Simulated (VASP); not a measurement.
# Si (Fd-3m) in VASP: a series of runs, part 2 of 3

VASP 6.6.1.

## Step 4: Single point, LDA

INCAR reads:

```
  PREC = Accurate
  ENCUT = 500
  EDIFF = 1E-6
  ISMEAR = -1
  SIGMA = 0.1
  LREAL = F
  LASPH = T
  NELM = 120
  ALGO = Normal
  ISIF = 2
  LWAVE = F
  LCHARG = F
  NBANDS = 11
  GGA_COMPAT = F
```

KPOINTS reads:

```
Automatic mesh
0
Gamma
  10 10 10
```

POSCAR reads:

```
Si
1.0
    0.0000000000      2.7016643793      2.7016643793
    2.7016643793      0.0000000000      2.7016643793
    2.7016643793      2.7016643793      0.0000000000
Si
2
Direct
    0.5000000000      0.5000000000      0.5000000000
    0.7500000000      0.7500000000      0.7500000000
```

Potentials or basis: VASP PAW LDA potentials, release 64 (Si).

Launch:

```bash
cat potpaw_LDA.64/Si/POTCAR > POTCAR
mpirun -np 1 vasp_std > vasp.out
```

OUTCAR:

```text
PREC = Accurate
   ENCUT = 500
   EDIFF = 1E-6
   ISMEAR = -1
   LREAL = F
   LASPH = T
   NELM = 120
   ISIF = 2

 ion  position               nearest neighbor table
   1  0.500  0.500  0.500-   2 2.34   2 2.34   2 2.34   2 2.34
   2  0.750  0.750  0.750-   1 2.34   1 2.34   1 2.34   1 2.34

  LATTYP: Found a face centered cubic cell.
 ALAT       =     5.4033287586

  Lattice vectors:

 A1 = (   0.0000000000,   2.7016643793,   2.7016643793)
 A2 = (   2.7016643793,   0.0000000000,   2.7016643793)
 A3 = (   2.7016643793,   2.7016643793,   0.0000000000)

Analysis of symmetry for initial positions (statically):
=====================================================================
 Subroutine PRICEL returns:
 Original cell was already a primitive cell.

 Routine SETGRP: Setting up the symmetry group for a
 face centered cubic supercell.

 Subroutine GETGRP returns: Found 48 space group operations
 (whereof 24 operations were pure point group operations)
 out of a pool of 48 trial point group operations.

The static configuration has the point symmetry T_d .
 The point group associated with its full space group is O_h .

Analysis of symmetry for dynamics (positions and initial velocities):
=====================================================================
 Subroutine PRICEL returns:
 Original cell was already a primitive cell.

 Routine SETGRP: Setting up the symmetry group for a
 face centered cubic supercell.

 Subroutine GETGRP returns: Found 48 space group operations
 (whereof 24 operations were pure point group operations)
 out of a pool of 48 trial point group operations.

The dynamic configuration has the point symmetry T_d .
 The point group associated with its full space group is O_h .

 Subroutine INISYM returns: Found 48 space group operations
 (whereof 24 operations are pure point group operations),
 and found     1 'primitive' translations

----------------------------------------------------------------------------------------

                                     Primitive cell

  volume of cell :      39.4388

  direct lattice vectors                    reciprocal lattice vectors
     0.000000000  2.701664379  2.701664379    -0.185071101  0.185071101  0.185071101
     2.701664379  0.000000000  2.701664379     0.185071101 -0.185071101  0.185071101
     2.701664379  2.701664379  0.000000000     0.185071101  0.185071101 -0.185071101

  length of vectors
     3.820730406  3.820730406  3.820730406     0.320552549  0.320552549  0.320552549

  position of ions in fractional coordinates (direct lattice)
     0.500000000  0.500000000  0.500000000
     0.750000000  0.750000000  0.750000000

  ion indices of the primitive-cell ions
   primitive index   ion index
                 1           1
                 2           2

----------------------------------------------------------------------------------------

 KPOINTS: Automatic mesh

Automatic generation of k-mesh.
 Grid dimensions read from file:
 generate k-points for:   10   10   10

 Generating k-lattice:

  Cartesian coordinates                     Fractional coordinates (reciprocal lattice)
    -0.018507110  0.018507110  0.018507110     0.100000000  0.000000000  0.000000000
     0.018507110 -0.018507110  0.018507110     0.000000000  0.100000000  0.000000000
     0.018507110  0.018507110 -0.018507110     0.000000000  0.000000000  0.100000000

  Length of vectors
     0.032055255  0.032055255  0.032055255

  Shift w.r.t. Gamma in fractional coordinates (k-lattice)
     0.000000000  0.000000000  0.000000000

 Subroutine IBZKPT returns following result:
 ===========================================

 Found     47 irreducible k-points:

 Following reciprocal coordinates:
            Coordinates               Weight
  0.000000  0.000000  0.000000      1.000000
  0.100000  0.000000  0.000000      8.000000
  0.200000  0.000000  0.000000      8.000000
  0.300000  0.000000  0.000000      8.000000
  0.400000  0.000000  0.000000      8.000000
  0.500000  0.000000  0.000000      4.000000
[... 16 lines left out ...]
  0.300000  0.300000  0.000000      6.000000
  0.400000  0.300000  0.000000     24.000000
 [... further k-points ...]
   k-points           NKPTS =     47   k-points in BZ     NKDIM =     47   number of bands    NBANDS=     11
   number of dos      NEDOS =    301   number of ions     NIONS =      2
   total plane-waves  NPLWV =  21952
   dimension x,y,z NGX =    28 NGY =   28 NGZ =   28
   dimension x,y,z NGXF=    56 NGYF=   56 NGZF=   56
   ions per type =               2
   NGX,Y,Z   is equivalent  to a cutoff of  12.18, 12.18, 12.18 a.u.
   NGXF,Y,Z  is equivalent  to a cutoff of  24.37, 24.37, 24.37 a.u.
 SYSTEM =  unknown system
   PREC   = accura    normal or accurate (medium, high low for compatibility)
   ISTART =      0    job   : 0-new  1-cont  2-samecut
   ICHARG =      2    charge: 1-file 2-atom 10-const
   ISPIN  =      1    spin polarized calculation?
   LNONCOLLINEAR =      F non collinear calculations
   LSORBIT =      F    spin-orbit coupling
   LASPH  =      T    aspherical Exc in radial PAW
   ENCUT  =  500.0 eV  36.75 Ry    6.06 a.u.   6.97  6.97  6.97*2*pi/ulx,y,z
   NELM   =    120;   NELMIN=  2; NELMDL= -5     # of ELM steps
   EDIFF  = 0.1E-05   stopping-criterion for ELM
   LREAL  =      F    real-space projection
   EDIFFG = 0.1E-04   stopping-criterion for IOM
   NSW    =      0    number of steps for IOM
   IBRION =     -1    ionic relax: 0-MD 1-quasi-New 2-CG
   NFREE  =      0    steps in history (QN), initial steepest desc. (CG)
   ISIF   =      2    stress and relaxation
   ISYM   =      2    0-nonsym 1-usesym 2-fastsym
   POTIM  = 0.5000    time-step for ionic-motion
   TEBEG  =    0.0;   TEEND  =   0.0 temperature during run
   PSTRESS=    0.0 pullay stress
   NELECT =       8.0000    total number of electrons
   NUPDOWN=      -1.0000    fix difference up-down
   EMIN   =  10.00;   EMAX   =-10.00  energy-range for DOS
   EFERMI =   0.00;   METHOD = LEGACY
   ISMEAR =    -1;   SIGMA  =   0.10  broadening in eV -4-tet -1-fermi 0-gaus
   EFERMI_NEDOS =   21; number of points for ismear=-14 and -15
   IALGO  =     38    algorithm
   IMIX   =      4    mixing-type and parameters
     AMIX     =   0.40;   BMIX     =  1.00
     AMIX_MAG =   1.60;   BMIX_MAG =  1.00
  volume/ion in A,a.u.               =      19.72       133.07
  Fermi-wavevector in a.u.,A,eV,Ry     =   0.961900  1.817728 12.588822  0.925252
  Thomas-Fermi vector in A             =   2.091313
   LORBIT       =      0    0 simple, 1 ext, 2 COOP (PROOUT), +10 PAW based schemes
   GGA     = CA    functional components
   LHFCALC =     F    Hartree Fock is set to
   AEXX    =    0.0000 exact exchange contribution
   IVDW    =     0    specifies the selected vdW correction
   LEPSILON=     F    determine dielectric tensor
   LRPA    =     F    only Hartree local field effects (RPA)
 non-spin polarized calculation
  energy-cutoff  :      500.00
  volume of cell :       39.44
 maximum number of plane-waves:      1012
   NGX = 13   NGY = 13   NGZ = 13

 number of electron       8.0000001 magnetization

 Free energy of the ion-electron system (eV)
  ---------------------------------------------------
  ext. energy  EPLUGINS =         0.00000000
  ---------------------------------------------------
  free energy    TOTEN  =       -11.91940898 eV

  energy without entropy =      -11.91784969  energy(sigma->0) =      -11.91862934

 E-fermi :   6.1329     XC(G=0):  -9.6630

 val. band max:        5.9246326020   @ k =   0.0000   0.0000   0.0000
 cond. band min:       6.3790475116   @ k =   0.4000   0.4000   0.0000
 fundamental gap:      0.4544149096
 Fermi energy:         6.1328865709

 k-point     1 :       0.0000    0.0000    0.0000
  band No.  band energies     occupation
      1      -6.1364      2.00000
      2       5.9246      1.77839
      3       5.9246      1.77839
      4       5.9246      1.77839
      5       8.4556      0.00000
      6       8.4556      0.00000
      7       8.4556      0.00000
      8       9.3080      0.00000
      9      13.6606      0.00000
     10      13.6606      0.00000
     11      13.6674      0.00000
[... 309 lines left out ...]
 k-point    24 :       0.4000    0.3000    0.0000
  band No.  band energies     occupation
      1      -3.9450      2.00000
      2       0.4833      2.00000
      3       3.0128      2.00000
      4       3.4546      2.00000
      5       6.8636      0.00134
      6       8.0577      0.00000
      7      12.8708      0.00000
      8      12.9871      0.00000
      9      16.4285      0.00000
     10      16.7067      0.00000
     11      18.0182      0.00000

 [... further k-points ...]
[... 5 lines left out ...]
  --------------------------------------------------------------------------------------
  -------------------------------------------------------------------------------------
  Total       -0.0095129     -0.0095129     -0.0095129      0.0000000     -0.0000000      0.0000000
  in kB       -0.3864537     -0.3864537     -0.3864537      0.0000000     -0.0000000      0.0000000
  external PRESSURE =      -0.3864537 kB  Pullay stress =       0.0000000 kB

 VOLUME and BASIS-vectors are now :
 -----------------------------------------------------------------------------
  energy-cutoff  :      500.00
  volume of cell :       39.44
      direct lattice vectors                 reciprocal lattice vectors
     0.000000000  2.701664379  2.701664379    -0.185071101  0.185071101  0.185071101
     2.701664379  0.000000000  2.701664379     0.185071101 -0.185071101  0.185071101
     2.701664379  2.701664379  0.000000000     0.185071101  0.185071101 -0.185071101

 POSITION                                       TOTAL-FORCE (eV/Angst)
 -----------------------------------------------------------------------------------
      2.70166      2.70166      2.70166         0.000000      0.000000     -0.000000
      4.05250      4.05250      4.05250        -0.000000     -0.000000      0.000000
 -----------------------------------------------------------------------------------
    total drift:                                0.000000      0.000000     -0.000000

  FREE ENERGIE OF THE ION-ELECTRON SYSTEM (eV)
  ---------------------------------------------------
  free  energy   TOTEN  =       -11.9194089819 eV

  energy  without entropy=      -11.9178496899  energy(sigma->0) =      -11.91862934
```

OSZICAR:

```text
N       E                     dE             d eps       ncg     rms          rms(c)
DAV:   1     0.716449680151E+01    0.71645E+01   -0.32653E+03  1034   0.573E+02
DAV:   2    -0.115663474971E+02   -0.18731E+02   -0.17957E+02  1328   0.847E+01
DAV:   3    -0.121855505067E+02   -0.61920E+00   -0.61761E+00  1338   0.139E+01
DAV:   4    -0.121902642468E+02   -0.47137E-02   -0.47130E-02  1214   0.151E+00
DAV:   5    -0.121903129397E+02   -0.48693E-04   -0.48692E-04  1289   0.143E-01    0.511E+00
DAV:   6    -0.120034430906E+02    0.18687E+00   -0.10899E-01  1165   0.130E+00    0.306E+00
DAV:   7    -0.119192762685E+02    0.84167E-01   -0.19191E-01  1171   0.179E+00    0.243E-01
DAV:   8    -0.119194379428E+02   -0.16167E-03   -0.81551E-03  1187   0.491E-01    0.839E-02
DAV:   9    -0.119194039646E+02    0.33978E-04   -0.24189E-04  1249   0.817E-02    0.638E-02
DAV:  10    -0.119194091342E+02   -0.51695E-05   -0.17722E-05  1226   0.246E-02    0.290E-02
DAV:  11    -0.119194089819E+02    0.15228E-06   -0.99340E-07   828   0.535E-03
   1 F= -.11919409E+02 E0= -.11918629E+02  d E =-.155929E-02
```

stdout:

```text
POSCAR found type information on POSCAR Si
 POSCAR found :  1 types and       2 ions
 scaLAPACK will be used
 LDA part: xc-table for (Slater(with rela. corr.)+CA(PZ))
 , standard interpolation
 POSCAR, INCAR and KPOINTS ok, starting setup
 FFT: planning ... GRIDC
 FFT: planning ... GRID_SOFT
 FFT: planning ... GRID
 WAVECAR not read
 entering main loop
```

It took 10 s on 1 thread of Intel Xeon 6975P-C, shared host; peak memory 0.14 GiB.

Results:

```yaml
Free_energy: -11.9194 eV
Pressure: 0.0 GPa
Band_gap_on_the_k_mesh: 0.45 eV, indirect (least direct gap 2.53 eV)
```

## Step 5: Single point, LDA

INCAR reads:

```
PREC = Accurate ; ENCUT = 500
EDIFF = 1E-6 ; ISMEAR = -1
SIGMA = 0.2 ; LREAL = False
LASPH = True ; NELM = 120
ALGO = Normal ; ISIF = 2
LWAVE = False ; LCHARG = False
NBANDS = 11 ; GGA_COMPAT = False
```

KPOINTS reads:

```
regular mesh
0
Gamma
  10 10 10
```

POSCAR is that of step 4.

Potentials or basis: VASP PAW LDA potentials, release 64 (Si).

Launch:

```bash
cat potpaw_LDA.64/Si/POTCAR > POTCAR
mpirun -np 1 vasp_std > vasp.out
```

OUTCAR:

```text
PREC = Accurate
   ENCUT = 500
   EDIFF = 1E-6
   ISMEAR = -1
   LREAL = False
   LASPH = True
   NELM = 120
   ISIF = 2

 ion  position               nearest neighbor table
   1  0.500  0.500  0.500-   2 2.34   2 2.34   2 2.34   2 2.34
   2  0.750  0.750  0.750-   1 2.34   1 2.34   1 2.34   1 2.34

  LATTYP: Found a face centered cubic cell.
 ALAT       =     5.4033287586

  Lattice vectors:

 A1 = (   0.0000000000,   2.7016643793,   2.7016643793)
 A2 = (   2.7016643793,   0.0000000000,   2.7016643793)
 A3 = (   2.7016643793,   2.7016643793,   0.0000000000)
[... 512 lines left out ...]
      6       8.0559      0.00013
      7      12.8667      0.00000
      8      12.9834      0.00000
      9      16.4254      0.00000
     10      16.7017      0.00000
     11      18.0152      0.00000

 [... further k-points ...]
[... 5 lines left out ...]
  --------------------------------------------------------------------------------------
  -------------------------------------------------------------------------------------
  Total       -0.0227103     -0.0227103     -0.0227103      0.0000000     -0.0000000      0.0000000
  in kB       -0.9225917     -0.9225917     -0.9225917      0.0000000     -0.0000000      0.0000000
  external PRESSURE =      -0.9225917 kB  Pullay stress =       0.0000000 kB

 VOLUME and BASIS-vectors are now :
 -----------------------------------------------------------------------------
  energy-cutoff  :      500.00
  volume of cell :       39.44
      direct lattice vectors                 reciprocal lattice vectors
     0.000000000  2.701664379  2.701664379    -0.185071101  0.185071101  0.185071101
     2.701664379  0.000000000  2.701664379     0.185071101 -0.185071101  0.185071101
     2.701664379  2.701664379  0.000000000     0.185071101  0.185071101 -0.185071101

 POSITION                                       TOTAL-FORCE (eV/Angst)
 -----------------------------------------------------------------------------------
      2.70166      2.70166      2.70166        -0.000000     -0.000000     -0.000000
      4.05250      4.05250      4.05250         0.000000      0.000000      0.000000
 -----------------------------------------------------------------------------------
    total drift:                                0.000000      0.000000     -0.000000

  FREE ENERGIE OF THE ION-ELECTRON SYSTEM (eV)
  ---------------------------------------------------
  free  energy   TOTEN  =       -11.9241757151 eV

  energy  without entropy=      -11.9063116949  energy(sigma->0) =      -11.91524371
```

Wall time 12 s (1 thread of Intel Xeon 6975P-C, shared host); peak memory 0.14 GiB.

Results:

| Quantity | Value |
| --- | --- |
| Free energy | -11.9242 eV |
| Pressure | -0.1 GPa |
| Band gap on the k mesh | 0.46 eV, indirect (least direct gap 2.53 eV) |

A k mesh can miss the band edges. LDA gaps usually lie below the measured ones, often by a third to a half.

(Continued in part 3 of 3.)
